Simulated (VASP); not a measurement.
# TiO2 (P4_2/mnm) in VASP: vibrations by perturbation theory with LDA

Aim: the vibrations by perturbation theory of TiO2 with LDA.

Everything below comes from runs of VASP 6.6.1. Logs are shortened: lines on timing, memory, paths and dates and some standing lists are left out, and cuts for length are marked.

## (1) The cell of the first run

Symmetry: P4_2/mnm, No. 136, tetragonal system. Conventional cell: a = 4.592 Å, b = 4.592 Å, c = 2.957 Å, α = 90.00°, β = 90.00°, γ = 90.00°. Ti (site symmetry mmm) has 6 O at 1.95 to 1.98 Å within 2.6 Å. Within 2.6 Å of O (site symmetry m2m) lie 3 Ti at 1.95 to 1.98 Å and 1 O at 2.53 Å.

## (2) Vibrations by perturbation theory, LDA

INCAR reads:

```
  PREC = Accurate
  ENCUT = 520
  EDIFF = 1E-8
  ISMEAR = 0
  SIGMA = 0.01
  LREAL = F
  LASPH = T
  NELM = 100
  ALGO = Normal
  ISIF = 2
  LWAVE = F
  LCHARG = F
  GGA = CA
  NBANDS = 33
  IBRION = 8
  NSW = 1
  LEPSILON = T
```

KPOINTS reads:

```
regular mesh
0
Gamma
  4 4 6
```

POSCAR reads:

```
TiO2
1.0
    4.5922000000      0.0000000000      0.0000000000
    0.0000000000      4.5922000000      0.0000000000
    0.0000000000      0.0000000000      2.9574000000
Ti O
2 4
Direct
    0.0000000000      0.0000000000      0.0000000000
    0.5000000000      0.5000000000      0.5000000000
    0.3049599996      0.3049599996      0.0000000000
    0.1950400004      0.8049599996      0.5000000000
    0.6950400004      0.6950400004      0.0000000000
    0.8049599996      0.1950400004      0.5000000000
```

Potentials or basis: VASP PAW LDA potentials, release 64 (Ti_sv, O).

Started as:

```sh
> cat potpaw_LDA.64/Ti_sv/POTCAR potpaw_LDA.64/O/POTCAR > POTCAR
> mpirun -np 1 vasp_std > vasp.out
```

OUTCAR:

```text
PREC = Accurate
   ENCUT = 520
   EDIFF = 1E-8
   ISMEAR = 0
   LREAL = F
   LASPH = T
   NELM = 100
   ISIF = 2
   GGA = CA
   IBRION = 8
   NSW = 1
   LEPSILON = T

 ion  position               nearest neighbor table
   1  0.000  0.000  0.000-   4 1.95   6 1.95   4 1.95   6 1.95   5 1.98   3 1.98
   2  0.500  0.500  0.500-   3 1.95   5 1.95   3 1.95   5 1.95   4 1.98   6 1.98
   3  0.305  0.305  0.000-   2 1.95   2 1.95   1 1.98
   4  0.195  0.805  0.500-   1 1.95   1 1.95   2 1.98
   5  0.695  0.695  0.000-   2 1.95   2 1.95   1 1.98
   6  0.805  0.195  0.500-   1 1.95   1 1.95   2 1.98

  LATTYP: Found a simple tetragonal cell.
 ALAT       =     4.5922000000
 C/A-ratio  =     0.6440050520

  Lattice vectors:

 A1 = (   4.5922000000,   0.0000000000,   0.0000000000)
 A2 = (   0.0000000000,   4.5922000000,   0.0000000000)
 A3 = (   0.0000000000,   0.0000000000,   2.9574000000)

Analysis of symmetry for initial positions (statically):
=====================================================================
 Subroutine PRICEL returns:
 Original cell was already a primitive cell.

 Routine SETGRP: Setting up the symmetry group for a
 simple tetragonal supercell.

 Subroutine GETGRP returns: Found 16 space group operations
 (whereof  8 operations were pure point group operations)
 out of a pool of 16 trial point group operations.

The static configuration has the point symmetry D_2h.
 The point group associated with its full space group is D_4h.

Analysis of symmetry for dynamics (positions and initial velocities):
=====================================================================
 Subroutine PRICEL returns:
 Original cell was already a primitive cell.

 Routine SETGRP: Setting up the symmetry group for a
 simple tetragonal supercell.

 Subroutine GETGRP returns: Found 16 space group operations
 (whereof  8 operations were pure point group operations)
 out of a pool of 16 trial point group operations.

The dynamic configuration has the point symmetry D_2h.
 The point group associated with its full space group is D_4h.

 Subroutine INISYM returns: Found 16 space group operations
 (whereof  8 operations are pure point group operations),
 and found     1 'primitive' translations

----------------------------------------------------------------------------------------

                                     Primitive cell

  volume of cell :      62.3665

[... 1114 lines left out ...]
  x     0.00000     0.00000     0.00000     0.00000     0.00000     0.00000
  y     0.00000     0.00000     0.00000     0.00000     0.00000     0.00000
  z     0.00000     0.00000     0.00000     0.00000     0.00000     0.00000

 PIEZOELECTRIC TENSOR (including local field effects)  for field in x, y, z        (C/m^2)
          XX          YY          ZZ          XY          YZ          ZX
  --------------------------------------------------------------------------------
  x     0.00000     0.00000     0.00000     0.00000     0.00000     0.00000
  y     0.00000     0.00000     0.00000     0.00000     0.00000     0.00000
  z     0.00000     0.00000     0.00000     0.00000     0.00000     0.00000

 BORN EFFECTIVE CHARGES (including local field effects) (in |e|, cummulative output)
 ---------------------------------------------------------------------------------
 ion    1
    1     6.32278     1.02295     0.00000
    2     1.02295     6.32278     0.00000
    3     0.00000     0.00000     7.79803
 ion    2
    1     6.32278    -1.02295     0.00000
    2    -1.02295     6.32278     0.00000
    3     0.00000     0.00000     7.79803
 ion    3
    1    -3.16139    -1.80451     0.00000
    2    -1.80451    -3.16139     0.00000
    3     0.00000     0.00000    -3.89902
 ion    4
    1    -3.16139     1.80451     0.00000
    2     1.80451    -3.16139     0.00000
    3     0.00000     0.00000    -3.89902
 ion    5
    1    -3.16139    -1.80451     0.00000
    2    -1.80451    -3.16139     0.00000
    3     0.00000     0.00000    -3.89902
 ion    6
    1    -3.16139     1.80451     0.00000
    2     1.80451    -3.16139     0.00000
    3     0.00000     0.00000    -3.89902

 INTERNAL STRAIN TENSOR FOR ION    6 for displacements in x,y,z  (eV/Angst):
          X           Y           Z          XY          YZ          ZX
  --------------------------------------------------------------------------------
  x     4.55327     2.22366     3.78206     0.84323     0.00000     0.00000
  y    -2.22366    -4.55327    -3.78206    -0.82526     0.00000     0.00000
  z     0.00000     0.00000     0.00000     0.00000    -5.39356     4.40348

 SECOND DERIVATIVES (NOT SYMMETRIZED)
 ------------------------------------
               1X          1Y          1Z          2X          2Y          2Z          3X          3Y          3Z          4X          4Y          4Z          5X          5Y          5Z          6X          6Y          6Z
  1X   -15.679532    4.877914    0.000000   14.374486   -0.016546    0.000000   -1.246991   -1.045435    0.000000    1.899515   -1.385249    0.000000   -1.246991   -1.045435    0.000000    1.899515   -1.385249    0.000000
  1Y     4.877914  -15.679532    0.000000   -0.016546   14.374486    0.000000   -1.045435   -1.246991    0.000000   -1.385249    1.899515    0.000000   -1.045435   -1.246991    0.000000   -1.385249    1.899515    0.000000
  1Z     0.000000    0.000000   -0.307154    0.000000    0.000000    0.451827    0.000000    0.000000   -0.107012    0.000000    0.000000    0.034675    0.000000    0.000000   -0.107012    0.000000    0.000000    0.034675
  2X    14.374486    0.016546    0.000000  -15.679532   -4.877914    0.000000    1.899515    1.385249    0.000000   -1.246991    1.045435    0.000000    1.899515    1.385249    0.000000   -1.246991    1.045435    0.000000
  2Y     0.016546   14.374486    0.000000   -4.877914  -15.679532    0.000000    1.385249    1.899515    0.000000    1.045435   -1.246991    0.000000    1.385249    1.899515    0.000000    1.045435   -1.246991    0.000000
  2Z     0.000000    0.000000    0.451827    0.000000    0.000000   -0.307154    0.000000    0.000000    0.034675    0.000000    0.000000   -0.107012    0.000000    0.000000    0.034675    0.000000    0.000000   -0.107012
  3X    -1.243371   -1.039676    0.000000    1.905516    1.397424    0.000000  -11.153323   -5.735251    0.000000   -0.715762    0.932523    0.000000    5.741558    5.385376    0.000000    5.465382   -0.940395    0.000000
  3Y    -1.039676   -1.243371    0.000000    1.397424    1.905516    0.000000   -5.735251  -11.153323    0.000000   -0.940395    5.465382    0.000000    5.385376    5.741558    0.000000    0.932523   -0.715762    0.000000
  3Z     0.000000    0.000000   -0.109770    0.000000    0.000000    0.045242    0.000000    0.000000   -7.699265    0.000000    0.000000    2.016562    0.000000    0.000000    3.730670    0.000000    0.000000    2.016562
  4X     1.905516   -1.397424    0.000000   -1.243371    1.039676    0.000000   -0.715762   -0.932523    0.000000  -11.153323    5.735251    0.000000    5.465382    0.940395    0.000000    5.741558   -5.385376    0.000000
  4Y    -1.397424    1.905516    0.000000    1.039676   -1.243371    0.000000    0.940395    5.465382    0.000000    5.735251  -11.153323    0.000000   -0.932523   -0.715762    0.000000   -5.385376    5.741558    0.000000
  4Z     0.000000    0.000000    0.045242    0.000000    0.000000   -0.109770    0.000000    0.000000    2.016562    0.000000    0.000000   -7.699265    0.000000    0.000000    2.016562    0.000000    0.000000    3.730670
  5X    -1.243371   -1.039676    0.000000    1.905516    1.397424    0.000000    5.741558    5.385376    0.000000    5.465382   -0.940395    0.000000  -11.153323   -5.735251    0.000000   -0.715762    0.932523    0.000000
  5Y    -1.039676   -1.243371    0.000000    1.397424    1.905516    0.000000    5.385376    5.741558    0.000000    0.932523   -0.715762    0.000000   -5.735251  -11.153323    0.000000   -0.940395    5.465382    0.000000
  5Z     0.000000    0.000000   -0.109770    0.000000    0.000000    0.045242    0.000000    0.000000    3.730670    0.000000    0.000000    2.016562    0.000000    0.000000   -7.699265    0.000000    0.000000    2.016562
  6X     1.905516   -1.397424    0.000000   -1.243371    1.039676    0.000000    5.465382    0.940395    0.000000    5.741558   -5.385376    0.000000   -0.715762   -0.932523    0.000000  -11.153323    5.735251    0.000000
  6Y    -1.397424    1.905516    0.000000    1.039676   -1.243371    0.000000   -0.932523   -0.715762    0.000000   -5.385376    5.741558    0.000000    0.940395    5.465382    0.000000    5.735251  -11.153323    0.000000
  6Z     0.000000    0.000000    0.045242    0.000000    0.000000   -0.109770    0.000000    0.000000    2.016562    0.000000    0.000000    3.730670    0.000000    0.000000    2.016562    0.000000    0.000000   -7.699265

 Eigenvectors and eigenvalues of the dynamical matrix
 ----------------------------------------------------

   1 f  =   23.472601 THz   147.482701 2PiTHz  782.961688 cm-1    97.074833 meV
             X         Y         Z           dx          dy          dz
      0.000000  0.000000  0.000000    -0.000000   -0.000000    0.000000
      2.296100  2.296100  1.478700     0.000000    0.000000   -0.000000
      1.400437  1.400437  0.000000     0.353553    0.353553    0.000000
      0.895663  3.696537  1.478700     0.353553   -0.353553   -0.000000
      3.191763  3.191763  0.000000    -0.353553   -0.353553    0.000000
      3.696537  0.895663  1.478700    -0.353553    0.353553   -0.000000
[... 145 lines left out ...]
  18 f/i=    1.313593 THz     8.253549 2PiTHz   43.816748 cm-1     5.432582 meV
             X         Y         Z           dx          dy          dz
      0.000000  0.000000  0.000000     0.000000    0.000000    0.462831
      2.296100  2.296100  1.478700     0.000000    0.000000    0.462831
      1.400437  1.400437  0.000000     0.000000    0.000000   -0.378013
      0.895663  3.696537  1.478700     0.000000    0.000000   -0.378013
      3.191763  3.191763  0.000000     0.000000    0.000000   -0.378013
      3.696537  0.895663  1.478700     0.000000    0.000000   -0.378013

--------------------------------------------------------------------------------------------------------

 MACROSCOPIC STATIC DIELECTRIC TENSOR IONIC CONTRIBUTION
 ------------------------------------------------------
         488.163793    -0.000000    -0.000000
          -0.000000   488.163793    -0.000000
          -0.000000    -0.000000     0.000000
 ------------------------------------------------------

 ELASTIC MODULI CONTR FROM IONIC RELAXATION (kBar)
 Direction    XX          YY          ZZ          XY          YZ          ZX
 --------------------------------------------------------------------------------
 XX        -308.4123     71.9877   -131.9437      0.0000     -0.0000     -0.0000
 YY          71.9877   -308.4123   -131.9437     -0.0000     -0.0000      0.0000
 ZZ        -131.9437   -131.9437   -147.2701      0.0000     -0.0000     -0.0000
 XY           0.0000     -0.0000      0.0000     -3.9671     -0.0000     -0.0000
 YZ          -0.0000     -0.0000     -0.0000     -0.0000   -261.5330     -0.0000
 ZX          -0.0000      0.0000     -0.0000     -0.0000     -0.0000   -174.3282
 --------------------------------------------------------------------------------

 PIEZOELECTRIC TENSOR IONIC CONTR  for field in x, y, z        (C/m^2)
          XX          YY          ZZ          XY          YZ          ZX
  --------------------------------------------------------------------------------
  x     0.00000    -0.00000     0.00000    -0.00000     0.00000     0.00000
  y     0.00000    -0.00000     0.00000    -0.00000     0.00000     0.00000
  z     0.00000    -0.00000    -0.00000    -0.00000    -0.00000    -0.00000
```

Wall time 36 min (1 thread of Intel Xeon 8259CL, shared host); peak memory 0.43 GiB.

Results:

| Quantity | Value |
| --- | --- |
| Electronic dielectric tensor (diagonal) | 7.64, 7.64, 9.21 |
| Born charges (mean of the diagonal) | Ti +6.81; O -3.41 e |
| Highest phonon frequency at Γ, LO-TO splitting left out | 783 cm⁻¹ |
| Most unstable mode | 44i cm⁻¹ |

Phonon frequencies in cm⁻¹ (negative: imaginary):
```
              q point                                                       frequencies
(0.000, 0.000, 0.000)  -44 -1 -1 1 65 83 83 158 365 365 369 414 441 441 471 471 582 783
```

Electronic dielectric tensor:
```
7.64 0.00 0.00
0.00 7.64 0.00
0.00 0.00 9.21
```

Born effective charge tensors (e):
atom 1, Ti
```
6.32 1.02 0.00
1.02 6.32 0.00
0.00 0.00 7.80
```
atom 2, Ti
```
 6.32 -1.02  0.00
-1.02  6.32  0.00
 0.00  0.00  7.80
```
atom 3, O
```
-3.16 -1.80  0.00
-1.80 -3.16  0.00
 0.00  0.00 -3.90
```
atom 4, O
```
-3.16  1.80  0.00
 1.80 -3.16  0.00
 0.00  0.00 -3.90
```
atom 5, O
```
-3.16 -1.80  0.00
-1.80 -3.16  0.00
 0.00  0.00 -3.90
```
atom 6, O
```
-3.16  1.80  0.00
 1.80 -3.16  0.00
 0.00  0.00 -3.90
```

Caveat: the cell stands under pressure or tension, which shifts response properties; some modes are imaginary.
